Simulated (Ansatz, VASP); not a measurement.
Nb in VASP and in Ansatz

File INCAR:

```
SYSTEM = Nb
ALGO     = Normal         ! electronic algorithm
EDIFF    = 1E-6           ! SCF threshold, eV
ENCUT    = 500            ! plane-wave cutoff, eV
GGA      = PS             ! functional
GGA_COMPAT= .False.      
ISIF     = 2              ! what is computed and relaxed
ISMEAR   = 0              ! smearing method
LASPH    = .True.         ! aspherical terms in the spheres
LCHARG   = .False.        ! write CHGCAR
LREAL    = .False.        ! projectors in reciprocal space
LWAVE    = .False.        ! write WAVECAR
NBANDS   = 12             ! bands
NELM     = 120            ! most SCF steps
PREC     = Accurate       ! precision mode
SIGMA    = 0.15           ! smearing width, eV
```

KPOINTS

```
k-points
0
Gamma
  20 20 20
  0 0 0
```

The input POSCAR:

```
Nb
1.0
    0.0000000000      2.1150000000      2.2207500000
    2.1150000000      0.0000000000      2.2207500000
    2.1150000000      2.1150000000      0.0000000000
Nb
1
Direct
    0.0000000000      0.0000000000      0.0000000000
```

Input for Ansatz:

```yaml
crystal:
  lattice:
    - [0.0, 2.115, 2.22075]
    - [2.115, 0.0, 2.22075]
    - [2.115, 2.115, 0.0]
  atoms:
    - { symbol: Nb, position: [0.0, 0.0, 0.0] }
basis:
  ecutwfc: 420
kpoints:
  mp_grid: { grid: [20, 20, 20] }
hamiltonian:
  xc: pbesol
scf:
  occupations: { method: gaussian, width: 0.15 }
output:
  forces: true
  stress: true
  eigenvalues: true
```

Change from the starting cell: strain +0.000 along x and y, +0.050 along z, atoms carried along.

Alike in both runs: task single point; functional PBEsol; k mesh 20 × 20 × 20; occupations gaussian, width 0.15 eV; no spin polarisation.

|  | VASP | Ansatz |
| --- | --- | --- |
| version | VASP 6.6.1 | Ansatz 0.2.0 |
| potentials or method | VASP PAW PBE potentials, release 64 (Nb_sv), cutoff 500 eV | scalar-relativistic, plane waves, PAW |
| valence electrons in the cell | 13 | 13 |

|  | VASP | Ansatz | Ansatz less VASP |
| --- | --- | --- | --- |
| gap on the k mesh at the Fermi level (eV) | none | none | - |
| pressure (GPa) | -14.2 | -13.9 | +0.32 |
| traceless stress, the component that is largest in VASP (GPa) | 5.97 | 6.01 | +0.035 |

VASP's potentials were made for PBE, not for PBEsol. A gap of «none» marks a metal or a gap that the smearing closes.
